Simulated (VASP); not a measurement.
# BaZrO3 (Pm-3m) in VASP: a series of runs

Runs on BaZrO3. Level: PBE+D3(BJ). Tasks: single point.

All numbers are computed with VASP 6.6.1; they aren't measurements. Logs are shortened: lines on timing, memory, paths and dates and some standing lists are left out, and cuts for length are marked.

## 1. The cell of the first run

The structure is cubic, space group Pm-3m (No. 221). Conventional cell: a = 4.191 Å, b = 4.191 Å, c = 4.191 Å, α = 90.00°, β = 90.00°, γ = 90.00°. Ba (site symmetry m-3m) has 12 O at 2.96 Å and 8 Zr at 3.63 Å within 3.9 Å. Within 2.8 Å of Zr (site symmetry m-3m) lie 6 O at 2.10 Å. Within 2.8 Å of O (site symmetry 4/mmm) lie 2 Zr at 2.10 Å.

## 2. Single point, PBE+D3(BJ)

The input, INCAR:

```
PREC     = Accurate       # precision mode
ENCUT    = 520            # plane-wave cutoff, eV
EDIFF    = 1E-6           # SCF threshold, eV
ISMEAR   = 1              # smearing method
SIGMA    = 0.1            # smearing width, eV
LREAL    = False          # projectors in reciprocal space
LASPH    = True           # aspherical terms in the spheres
NELM     = 100            # most SCF steps
ALGO     = Normal         # electronic algorithm
ISIF     = 2              # what is computed and relaxed
LWAVE    = False          # write WAVECAR
LCHARG   = False          # write CHGCAR
GGA      = PE             # functional
IVDW     = 12             # dispersion correction
NBANDS   = 28             # bands
```

The input, KPOINTS:

```
regular mesh
0
Gamma
  6 6 6
```

The input, POSCAR:

```
BaZrO3
1.0
    4.1913400000      0.0000000000      0.0000000000
    0.0000000000      4.1913400000      0.0000000000
    0.0000000000      0.0000000000      4.1913400000
Ba Zr O
1 1 3
Direct
    0.0000000000      0.0000000000      0.0000000000
    0.5000000000      0.5000000000      0.5000000000
    0.0000000000      0.5000000000      0.5000000000
    0.5000000000      0.0000000000      0.5000000000
    0.5000000000      0.5000000000      0.0000000000
```

Potentials or basis: VASP PAW PBE potentials, release 64 (Ba_sv, Zr_sv, O).

On the command line:

```
$ cat potpaw_PBE.64/Ba_sv/POTCAR potpaw_PBE.64/Zr_sv/POTCAR potpaw_PBE.64/O/POTCAR > POTCAR
$ mpirun -np 1 vasp_std > vasp.out
```

OUTCAR:

```text
PREC = Accurate
   ENCUT = 520
   EDIFF = 1E-6
   ISMEAR = 1
   LREAL = False
   LASPH = True
   NELM = 100
   ISIF = 2
   GGA = PE
   IVDW = 12
 IVDW          = 12

 ion  position               nearest neighbor table
   1  0.000  0.000  0.000-   3 2.96   4 2.96   5 2.96   3 2.96   4 2.96   3 2.96   5 2.96   3 2.96
                             4 2.96   5 2.96   4 2.96   5 2.96   2 3.63   2 3.63   2 3.63   2 3.63
   2  0.500  0.500  0.500-   3 2.10   4 2.10   5 2.10   5 2.10   4 2.10   3 2.10   1 3.63   1 3.63
                             1 3.63   1 3.63   1 3.63   1 3.63   1 3.63   1 3.63
   3  0.000  0.500  0.500-   2 2.10   2 2.10   1 2.96   1 2.96   1 2.96   1 2.96
   4  0.500  0.000  0.500-   2 2.10   2 2.10   1 2.96   1 2.96   1 2.96   1 2.96
   5  0.500  0.500  0.000-   2 2.10   2 2.10   1 2.96   1 2.96   1 2.96   1 2.96

  LATTYP: Found a simple cubic cell.
 ALAT       =     4.1913400000

  Lattice vectors:

 A1 = (   4.1913400000,   0.0000000000,   0.0000000000)
 A2 = (   0.0000000000,   4.1913400000,   0.0000000000)
 A3 = (   0.0000000000,   0.0000000000,   4.1913400000)

Analysis of symmetry for initial positions (statically):
=====================================================================
 Subroutine PRICEL returns:
 Original cell was already a primitive cell.

 Routine SETGRP: Setting up the symmetry group for a
 simple cubic supercell.

 Subroutine GETGRP returns: Found 48 space group operations
 (whereof 48 operations were pure point group operations)
 out of a pool of 48 trial point group operations.

The static configuration has the point symmetry O_h .

Analysis of symmetry for dynamics (positions and initial velocities):
=====================================================================
 Subroutine PRICEL returns:
 Original cell was already a primitive cell.

 Routine SETGRP: Setting up the symmetry group for a
 simple cubic supercell.

 Subroutine GETGRP returns: Found 48 space group operations
 (whereof 48 operations were pure point group operations)
 out of a pool of 48 trial point group operations.

The dynamic configuration has the point symmetry O_h .

 Subroutine INISYM returns: Found 48 space group operations
 (whereof 48 operations are pure point group operations),
 and found     1 'primitive' translations

----------------------------------------------------------------------------------------

                                     Primitive cell

  volume of cell :      73.6307

  direct lattice vectors                    reciprocal lattice vectors
[... 93 lines left out ...]
   NFREE  =      0    steps in history (QN), initial steepest desc. (CG)
   ISIF   =      2    stress and relaxation
   ISYM   =      2    0-nonsym 1-usesym 2-fastsym
   POTIM  = 0.5000    time-step for ionic-motion
   TEBEG  =    0.0;   TEEND  =   0.0 temperature during run
   PSTRESS=    0.0 pullay stress
   NELECT =      40.0000    total number of electrons
   NUPDOWN=      -1.0000    fix difference up-down
   EMIN   =  10.00;   EMAX   =-10.00  energy-range for DOS
   EFERMI =   0.00;   METHOD = LEGACY
   ISMEAR =     1;   SIGMA  =   0.10  broadening in eV -4-tet -1-fermi 0-gaus
   EFERMI_NEDOS =   21; number of points for ismear=-14 and -15
   IALGO  =     38    algorithm
   IMIX   =      4    mixing-type and parameters
     AMIX     =   0.40;   BMIX     =  1.00
     AMIX_MAG =   1.60;   BMIX_MAG =  1.00
  volume/ion in A,a.u.               =      14.73        99.38
  Fermi-wavevector in a.u.,A,eV,Ry     =   1.335802  2.524299 24.277770  1.784366
  Thomas-Fermi vector in A             =   2.464478
   LORBIT       =      0    0 simple, 1 ext, 2 COOP (PROOUT), +10 PAW based schemes
   GGA     = PE    functional components
   LHFCALC =     F    Hartree Fock is set to
   AEXX    =    0.0000 exact exchange contribution
   IVDW    =    12    specifies the selected vdW correction
   LEPSILON=     F    determine dielectric tensor
   LRPA    =     F    only Hartree local field effects (RPA)
 non-spin polarized calculation
 Methfessel and Paxton  Order N= 1 SIGMA  =   0.10
  energy-cutoff  :      520.00
  volume of cell :       73.63
 maximum number of plane-waves:      2008
 NGX is ok and might be reduce to    32
   NGX = 15   NGY = 15   NGZ = 15

 number of electron      40.0000000 magnetization

 Free energy of the ion-electron system (eV)
  ---------------------------------------------------
  ext. energy  EPLUGINS =         0.00000000
  ---------------------------------------------------
  free energy    TOTEN  =       -41.68576527 eV

  energy without entropy =      -41.68636690  energy(sigma->0) =      -41.68596581

 E-fermi :   3.8483     XC(G=0): -10.7713

 val. band max:        3.7894012565   @ k =   0.5000   0.5000   0.5000
 cond. band min:       6.9785126914   @ k =   0.0000   0.0000   0.0000
 fundamental gap:      3.1891114349
 Fermi energy:         3.8482543002

 k-point     1 :       0.0000    0.0000    0.0000
  band No.  band energies     occupation
      1     -43.2298      2.00000
      2     -21.5268      2.00000
      3     -21.3910      2.00000
      4     -21.3910      2.00000
      5     -21.3910      2.00000
      6     -12.5825      2.00000
[... 609 lines left out ...]
     27      12.9333      0.00000
     28      12.9333      0.00000

------------------------ aborting loop because EDIFF is reached ----------------------------------------

 Edisp (eV)   -1.22916

 E8    (eV) :    -0.5757

  FORCE on cell =-STRESS in cart. coord.  units (eV):
  Direction    XX          YY          ZZ          XY          YZ          ZX
  --------------------------------------------------------------------------------------
  -------------------------------------------------------------------------------------
  Total       1.08377     1.08377     1.08377     0.00000     0.00000    -0.00000
  in kB      23.58250    23.58250    23.58250     0.00000     0.00000    -0.00000
  external pressure =       23.58 kB  Pullay stress =        0.00 kB

 VOLUME and BASIS-vectors are now :
 -----------------------------------------------------------------------------
  energy-cutoff  :      520.00
  volume of cell :       73.63
      direct lattice vectors                 reciprocal lattice vectors
     4.191340000  0.000000000  0.000000000     0.238587182  0.000000000  0.000000000
     0.000000000  4.191340000  0.000000000     0.000000000  0.238587182  0.000000000
     0.000000000  0.000000000  4.191340000     0.000000000  0.000000000  0.238587182

 POSITION                                       TOTAL-FORCE (eV/Angst)
 -----------------------------------------------------------------------------------
      0.00000      0.00000      0.00000         0.000000      0.000000      0.000000
      2.09567      2.09567      2.09567         0.000000      0.000000      0.000000
      0.00000      2.09567      2.09567         0.000000      0.000000      0.000000
      2.09567      0.00000      2.09567         0.000000      0.000000      0.000000
      2.09567      2.09567      0.00000         0.000000      0.000000      0.000000
 -----------------------------------------------------------------------------------
    total drift:                                0.000000     -0.000000     -0.000000

  FREE ENERGIE OF THE ION-ELECTRON SYSTEM (eV)
  ---------------------------------------------------
  free  energy   TOTEN  =       -42.9149237548 eV

  energy  without entropy=      -42.9155253879  energy(sigma->0) =      -42.91512430
```

stdout:

```text
POSCAR found type information on POSCAR BaZrO
 POSCAR found :  3 types and       5 ions
 scaLAPACK will be used
 LDA part: xc-table for (Slater+PW92), standard interpolation
 POSCAR, INCAR and KPOINTS ok, starting setup
 FFT: planning ... GRIDC
 FFT: planning ... GRID_SOFT
 FFT: planning ... GRID
 WAVECAR not read
 entering main loop
```

Wall time 48 s (1 thread of Intel Xeon 8259CL, shared host); peak memory 0.21 GiB.

Results:

| Item | Value |
| --- | --- |
| Free energy | -42.9149 eV |
| Pressure | 2.4 GPa |
| Band gap on the k mesh | 3.19 eV, indirect (least direct gap 3.41 eV) |
| Dispersion energy per atom | -0.246 eV |

Levels at points of the mesh, in eV from the valence-band top:
| k point | band 18 | band 19 | band 20 | band 21 | band 22 | band 23 |
| --- | --- | --- | --- | --- | --- | --- |
| (0.00, 0.00, 0.00) | -0.22 | -0.22 | -0.22 | 3.19 | 3.19 | 3.19 |
| (0.50, 0.00, 0.00) | -1.68 | -0.45 | -0.45 | 3.64 | 5.71 | 5.71 |
| (0.50, 0.50, 0.00) | -0.93 | -0.79 | -0.08 | 5.68 | 5.68 | 6.46 |
| (0.50, 0.50, 0.50) | 0.00 | 0.00 | 0.00 | 5.98 | 5.98 | 5.98 |

Caveat: three body term missing; spin-orbit coupling is left out, which moves the levels of the heavy elements.

(Part 1 of 2 ends here.)
